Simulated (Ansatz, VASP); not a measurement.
## Sb in VASP and in Ansatz

File INCAR:

```
SYSTEM = Sb
PREC     = Accurate       ! precision mode
ENCUT    = 520            ! plane-wave cutoff, eV
EDIFF    = 1E-6           ! SCF threshold, eV
ISMEAR   = -5             ! smearing method
SIGMA    = 0.1            ! smearing width, eV
LREAL    = .False.        ! projectors in reciprocal space
LASPH    = .True.         ! aspherical terms in the spheres
NELM     = 80             ! most SCF steps
ALGO     = Normal         ! electronic algorithm
ISIF     = 2              ! what is computed and relaxed
LWAVE    = .False.        ! write WAVECAR
LCHARG   = .True.         ! write CHGCAR
GGA      = PS             ! functional
LELF     = .True.         ! ELF
LVHAR    = .True.       
NBANDS   = 8              ! bands
```

KPOINTS

```
regular mesh
0
Gamma
  12 12 12
  0 0 0
```

POSCAR

```
Sb
1.0
    3.0833436100      0.0000000000      0.0000000000
    0.0000000000      3.0833436100      0.0000000000
    0.0000000000      0.0000000000      3.0833436100
Sb
1
Direct
    0.0000000000      0.0000000000      0.0000000000
```

Input for Ansatz:

```yaml
crystal:
  lattice:
    - [3.08334361, 0.0, 0.0]
    - [0.0, 3.08334361, 0.0]
    - [0.0, 0.0, 3.08334361]
  atoms:
    - { symbol: Sb, position: [0.0, 0.0, 0.0] }
kpoints:
  mp_grid: { grid: [12, 12, 12] }
scf:
  occupations: { method: tetrahedron }
hamiltonian:
  xc: pbesol
  pseudopotentials: { kind: all_electron, lapw: { basis_error: 0.0005 } }
output:
  forces: true
  stress: true
  eigenvalues: true
```

Alike in both runs: task single point; functional PBEsol; k mesh 12 × 12 × 12; occupations tetrahedron; no spin polarisation.

|  | VASP | Ansatz |
| --- | --- | --- |
| version | VASP 6.6.1 | Ansatz 0.2.0 |
| potentials or method | VASP PAW PBE potentials, release 64 (Sb), cutoff 520 eV | all-electron LAPW, scalar-relativistic |

```csv
,VASP,Ansatz,Ansatz less VASP
pressure (GPa),-1.5,-1.6,-0.09
```

VASP's potentials were made for PBE, not for PBEsol. Ansatz ran all-electron here, and VASP with PAW potentials. Ansatz's warnings: band table not solved further, tetrahedron derivatives may miss energy slope.

Spin-orbit coupling is off throughout.
